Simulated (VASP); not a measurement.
# Te (Im-3m) in VASP: notebook

Te is run at these levels: PBEsol; tasks: single point.

Everything below comes from runs of VASP 6.6.1. Logs are shortened: lines on timing, memory, paths and dates and some standing lists are left out, and cuts for length are marked.

**1. The cell of the first run**

It takes space group Im-3m (No. 229, cubic). Conventional cell: a = 3.277 Å, b = 3.277 Å, c = 3.277 Å, α = 90.00°, β = 90.00°, γ = 90.00°. Within 3.7 Å of Te (site symmetry m-3m) lie 14 Te at 2.84 to 3.28 Å.

This isn't the form of Te at room conditions, which is trigonal, of chains.

**2. Single point, PBEsol (17.59 Å³/atom)**

POSCAR reads:

```
Te
1.0
   -1.6382907361      1.6382907361      1.6382907361
    1.6382907361     -1.6382907361      1.6382907361
    1.6382907361      1.6382907361     -1.6382907361
Te
1
Direct
    0.0000000000      0.0000000000      0.0000000000
```

INCAR.step1 reads:

```
SYSTEM = Te
PREC = Accurate ; ENCUT = 520
EDIFF = 1E-6 ; ISMEAR = -1
SIGMA = 0.05 ; LREAL = .FALSE.
LASPH = .TRUE. ; NELM = 100
ALGO = Normal ; ISIF = 2
LWAVE = .FALSE. ; LCHARG = .TRUE.
GGA = PS ; NBANDS = 9
```

KPOINTS.step1 reads:

```
regular mesh
0
G
  15 15 15
  0 0 0
```

INCAR.step2 reads:

```
SYSTEM = Te
PREC = Accurate ; ENCUT = 520
EDIFF = 1E-6 ; ISMEAR = -5
SIGMA = 0.05 ; LREAL = .FALSE.
LASPH = .TRUE. ; NELM = 100
ALGO = Normal ; ISIF = 2
LWAVE = .FALSE. ; LCHARG = .FALSE.
GGA = PS ; LORBIT = 10
NEDOS = 2001 ; ICHARG = 11
```

KPOINTS.step2 reads:

```
regular mesh
0
G
  23 23 23
  0 0 0
```

Potentials or basis: VASP PAW PBE potentials, release 64 (Te).

Run with:

```
$ cat potpaw_PBE.64/Te/POTCAR > POTCAR
$ cp INCAR.step1 INCAR
$ cp KPOINTS.step1 KPOINTS
$ mpirun -np 1 vasp_std > vasp.out
$ cp INCAR.step2 INCAR
$ cp KPOINTS.step2 KPOINTS
$ mpirun -np 1 vasp_std > vasp.out
```

OUTCAR:

```text
SYSTEM = Te
   PREC = Accurate
   ENCUT = 520
   EDIFF = 1E-6
   ISMEAR = -5
   LREAL = .FALSE.
   LASPH = .TRUE.
   NELM = 100
   ISIF = 2
   GGA = PS
   LORBIT = 10
   ICHARG = 11

 ion  position               nearest neighbor table
   1  0.000  0.000  0.000-

  LATTYP: Found a body centered cubic cell.
 ALAT       =     3.2765814722

  Lattice vectors:

 A1 = (  -1.6382907361,   1.6382907361,   1.6382907361)
 A2 = (   1.6382907361,  -1.6382907361,   1.6382907361)
 A3 = (   1.6382907361,   1.6382907361,  -1.6382907361)

Analysis of symmetry for initial positions (statically):
=====================================================================
 Subroutine PRICEL returns:
 Original cell was already a primitive cell.

 Routine SETGRP: Setting up the symmetry group for a
 body centered cubic supercell.

 Subroutine GETGRP returns: Found 48 space group operations
 (whereof 48 operations were pure point group operations)
 out of a pool of 48 trial point group operations.

The static configuration has the point symmetry O_h .

Analysis of symmetry for dynamics (positions and initial velocities):
=====================================================================
 Subroutine PRICEL returns:
 Original cell was already a primitive cell.

 Routine SETGRP: Setting up the symmetry group for a
 body centered cubic supercell.

 Subroutine GETGRP returns: Found 48 space group operations
 (whereof 48 operations were pure point group operations)
 out of a pool of 48 trial point group operations.

The dynamic configuration has the point symmetry O_h .

 Subroutine INISYM returns: Found 48 space group operations
 (whereof 48 operations are pure point group operations),
 and found     1 'primitive' translations

----------------------------------------------------------------------------------------

                                     Primitive cell

  volume of cell :      17.5887

  direct lattice vectors                    reciprocal lattice vectors
    -1.638290736  1.638290736  1.638290736     0.000000000  0.305196135  0.305196135
     1.638290736 -1.638290736  1.638290736     0.305196135  0.000000000  0.305196135
     1.638290736  1.638290736 -1.638290736     0.305196135  0.305196135  0.000000000

  length of vectors
     2.837602792  2.837602792  2.837602792     0.431612513  0.431612513  0.431612513

  position of ions in fractional coordinates (direct lattice)
     0.000000000  0.000000000  0.000000000

  ion indices of the primitive-cell ions
   primitive index   ion index
                 1           1

----------------------------------------------------------------------------------------

 KPOINTS: regular mesh

Automatic generation of k-mesh.
 Grid dimensions read from file:
 generate k-points for:   23   23   23

 Generating k-lattice:

  Cartesian coordinates                     Fractional coordinates (reciprocal lattice)
     0.000000000  0.013269397  0.013269397     0.043478261  0.000000000  0.000000000
     0.013269397  0.000000000  0.013269397     0.000000000  0.043478261  0.000000000
     0.013269397  0.013269397  0.000000000     0.000000000  0.000000000  0.043478261

  Length of vectors
     0.018765761  0.018765761  0.018765761

  Shift w.r.t. Gamma in fractional coordinates (k-lattice)
     0.000000000  0.000000000  0.000000000

 TETIRR: Found  14515 inequivalent tetrahedra from    73002

 Subroutine IBZKPT returns following result:
 ===========================================

 Found    364 irreducible k-points:

 Following reciprocal coordinates:
            Coordinates               Weight
  0.000000  0.000000  0.000000      1.000000
  0.043478  0.000000  0.000000     12.000000
  0.086957  0.000000  0.000000     12.000000
  0.130435  0.000000  0.000000     12.000000
  0.173913  0.000000  0.000000     12.000000
  0.217391  0.000000  0.000000     12.000000
[... 16 lines left out ...]
  0.478261  0.043478  0.000000     24.000000
  0.086957  0.086957  0.000000     24.000000
 [... further k-points ...]
   k-points           NKPTS =    364   k-points in BZ     NKDIM =    364   number of bands    NBANDS=      7
   number of dos      NEDOS =   2001   number of ions     NIONS =      1
   total plane-waves  NPLWV =  13824
   dimension x,y,z NGX =    24 NGY =   24 NGZ =   24
   dimension x,y,z NGXF=    48 NGYF=   48 NGZF=   48
   ions per type =               1
   NGX,Y,Z   is equivalent  to a cutoff of  14.06, 14.06, 14.06 a.u.
   NGXF,Y,Z  is equivalent  to a cutoff of  28.12, 28.12, 28.12 a.u.
 SYSTEM =  Te
   PREC   = accura    normal or accurate (medium, high low for compatibility)
   ISTART =      0    job   : 0-new  1-cont  2-samecut
   ICHARG =     11    charge: 1-file 2-atom 10-const
   ISPIN  =      1    spin polarized calculation?
   LNONCOLLINEAR =      F non collinear calculations
   LSORBIT =      F    spin-orbit coupling
   LASPH  =      T    aspherical Exc in radial PAW
   ENCUT  =  520.0 eV  38.22 Ry    6.18 a.u.   5.28  5.28  5.28*2*pi/ulx,y,z
   NELM   =    100;   NELMIN=  2; NELMDL=  0     # of ELM steps
   EDIFF  = 0.1E-05   stopping-criterion for ELM
   LREAL  =      F    real-space projection
   EDIFFG = 0.1E-04   stopping-criterion for IOM
   NSW    =      0    number of steps for IOM
   IBRION =     -1    ionic relax: 0-MD 1-quasi-New 2-CG
   NFREE  =      0    steps in history (QN), initial steepest desc. (CG)
   ISIF   =      2    stress and relaxation
   ISYM   =      2    0-nonsym 1-usesym 2-fastsym
   POTIM  = 0.5000    time-step for ionic-motion
   TEBEG  =    0.0;   TEEND  =   0.0 temperature during run
   PSTRESS=    0.0 pullay stress
   NELECT =       6.0000    total number of electrons
   NUPDOWN=      -1.0000    fix difference up-down
   EMIN   =  10.00;   EMAX   =-10.00  energy-range for DOS
   EFERMI =   0.00;   METHOD = LEGACY
   ISMEAR =    -5;   SIGMA  =   0.05  broadening in eV -4-tet -1-fermi 0-gaus
   EFERMI_NEDOS =   21; number of points for ismear=-14 and -15
   IALGO  =     38    algorithm
   IMIX   =      4    mixing-type and parameters
     AMIX     =   0.40;   BMIX     =  1.00
     AMIX_MAG =   1.60;   BMIX_MAG =  1.00
  volume/ion in A,a.u.               =      17.59       118.69
  Fermi-wavevector in a.u.,A,eV,Ry     =   1.143881  2.161622 17.802738  1.308464
  Thomas-Fermi vector in A             =   2.280575
   LORBIT       =     10    0 simple, 1 ext, 2 COOP (PROOUT), +10 PAW based schemes
   GGA     = PS    functional components
   LHFCALC =     F    Hartree Fock is set to
   AEXX    =    0.0000 exact exchange contribution
   IVDW    =     0    specifies the selected vdW correction
   LEPSILON=     F    determine dielectric tensor
   LRPA    =     F    only Hartree local field effects (RPA)
 non-spin polarized calculation
 Fermi weights with tetrahedron method with Bloechl corrections
  energy-cutoff  :      520.00
  volume of cell :       17.59
 maximum number of plane-waves:       486
 NGX is ok and might be reduce to    24

 number of electron       6.0000001 magnetization

 Free energy of the ion-electron system (eV)
  ---------------------------------------------------
  ext. energy  EPLUGINS =         0.00000000
  ---------------------------------------------------
  free energy    TOTEN  =        -1.78954050 eV

  energy without entropy =       -1.78954050  energy(sigma->0) =       -1.78954050

 E-fermi :  16.1786     XC(G=0): -12.4142

 val. band max:       16.2442405420   @ k =  -0.1739   0.2174   0.1304
 cond. band min:      15.9729873107   @ k =  -0.2174   0.2174   0.2174
 fundamental gap:     -0.2712532313
 Fermi energy:        16.1786255799

 k-point     1 :       0.0000    0.0000    0.0000
  band No.  band energies     occupation
      1      -2.9884      2.00000
      2      22.5518      0.00000
      3      22.5518      0.00000
      4      22.5518      0.00000
      5      27.2083      0.00000
      6      27.2084      0.00000
      7      27.2139      0.00000

 k-point     2 :       0.0435    0.0000    0.0000
  band No.  band energies     occupation
      1      -2.9326      2.00000
      2      22.0271      0.00000
      3      22.2771      0.00000
      4      22.4713      0.00000
      5      26.2885      0.00000
      6      26.3872      0.00000
      7      27.0618      0.00000

 k-point     3 :       0.0870    0.0000    0.0000
  band No.  band energies     occupation
      1      -2.7649      2.00000
      2      20.6918      0.00000
      3      21.6138      0.00000
      4      22.2308      0.00000
      5      25.4907      0.00000
      6      25.6048      0.00000
      7      26.8484      0.00000

 k-point     4 :       0.1304    0.0000    0.0000
  band No.  band energies     occupation
      1      -2.4854      2.00000
      2      18.9660     -0.00001
      3      20.7954      0.00000
      4      21.8490      0.00000
      5      24.8551      0.00000
      6      24.9077      0.00000
      7      26.7955      0.00000

 k-point     5 :       0.1739    0.0000    0.0000
  band No.  band energies     occupation
      1      -2.0942      2.00000
      2      17.1083     -0.02678
      3      19.9529      0.00000
      4      21.3740      0.00000
      5      24.2941      0.00000
      6      24.3160      0.00000
      7      26.9529      0.00000

 k-point     6 :       0.2174    0.0000    0.0000
  band No.  band energies     occupation
      1      -1.5918      2.00000
      2      15.2345      2.00672
      3      19.1498      0.00000
      4      20.8650      0.00000
      5      23.7621      0.00000
      6      23.8524      0.00000
      7      27.2998      0.00000

 k-point     7 :       0.2609    0.0000    0.0000
  band No.  band energies     occupation
      1      -0.9790      2.00000
      2      13.3992      2.00000
      3      18.4209      0.00000
      4      20.3709      0.00000
      5      23.3100      0.00000
      6      23.4602      0.00000
      7      27.8027      0.00000
[... 121 lines left out ...]
 k-point    20 :       0.3478    0.0435   -0.0000
  band No.  band energies     occupation
      1       1.0546      2.00000
      2       9.1960      2.00000
      3      16.7422     -0.01999
      4      19.0242      0.00000
      5      22.7562      0.00000
      6      23.3232      0.00000
      7      29.1155      0.00000

 k-point    21 :       0.3913    0.0435    0.0000
  band No.  band energies     occupation
      1       2.0027      2.00000
      2       7.7096      2.00000
      3      16.4112      0.45765
      4      18.7807      0.00000
      5      22.5799      0.00000
      6      23.1573      0.00000
      7      29.8950      0.00000

 k-point    22 :       0.4348    0.0435    0.0000
  band No.  band energies     occupation
      1       2.9463      2.00000
      2       6.4409      2.00000
      3      16.2105      1.08406
      4      18.6326      0.00000
      5      22.4742      0.00000
      6      23.0579      0.00000
      7      30.6822      0.00000

 k-point    23 :       0.4783    0.0435    0.0000
  band No.  band energies     occupation
      1       3.4766      2.00000
      2       5.8018      2.00000
      3      16.1432      1.50750
      4      18.5829      0.00000
      5      22.4390      0.00000
      6      23.0249      0.00000
      7      31.2071      0.00000

 k-point    24 :       0.0870    0.0870    0.0000
  band No.  band energies     occupation
      1      -2.3178      2.00000
      2      18.5049     -0.00388
      3      19.8776      0.00000
      4      21.1961      0.00000
      5      25.0403      0.00000
      6      25.2243      0.00000
      7      26.8725      0.00000

 [... further k-points ...]

------------------------ aborting loop because EDIFF is reached ----------------------------------------

  FORCE on cell =-STRESS in cart. coord.  units (eV):
  Direction    XX          YY          ZZ          XY          YZ          ZX
  --------------------------------------------------------------------------------------
  -------------------------------------------------------------------------------------
  Total        8.4730316      8.4730316      8.4730316     -0.0000000     -0.0000000     -0.0000000
  in kB      771.8208195    771.8208195    771.8208195     -0.0000000     -0.0000000     -0.0000000
  external PRESSURE =     771.8208195 kB  Pullay stress =       0.0000000 kB

 VOLUME and BASIS-vectors are now :
 -----------------------------------------------------------------------------
  energy-cutoff  :      520.00
  volume of cell :       17.59
      direct lattice vectors                 reciprocal lattice vectors
    -1.638290736  1.638290736  1.638290736     0.000000000  0.305196135  0.305196135
     1.638290736 -1.638290736  1.638290736     0.305196135  0.000000000  0.305196135
     1.638290736  1.638290736 -1.638290736     0.305196135  0.305196135  0.000000000

 POSITION                                       TOTAL-FORCE (eV/Angst)
 -----------------------------------------------------------------------------------
      0.00000      0.00000      0.00000         0.000000     -0.000000     -0.000000
 -----------------------------------------------------------------------------------
    total drift:                                0.000000     -0.000000     -0.000000

  FREE ENERGIE OF THE ION-ELECTRON SYSTEM (eV)
  ---------------------------------------------------
  free  energy   TOTEN  =        -1.7895405001 eV

  energy  without entropy=       -1.7895405001  energy(sigma->0) =       -1.78954050

 total charge

# of ion       s       p       d       tot
------------------------------------------
    1        1.457   1.962   0.183   3.602
```

Wall time 22 s (1 thread of Intel Xeon Platinum 8488C (Sapphire Rapids), shared host); peak memory 0.18 GiB.

Results:

- Valence electrons inside the program's atomic spheres: Te 3.60

Levels at points of the mesh, in eV from the Fermi level:
```csv
k point,band 1,band 2,band 3,band 4,band 5,band 6,band 7
"(0.00, 0.00, 0.00)",-19.17,6.37,6.37,6.37,11.03,11.03,11.04
```

Caveat: the PAW data sets were made with another functional, which shifts forces and pressure a little; spin-orbit coupling is left out, which moves the levels of the heavy elements; tetrahedron occupations give inexact forces and stress in metals.

(Part 1 of 2 ends here.)
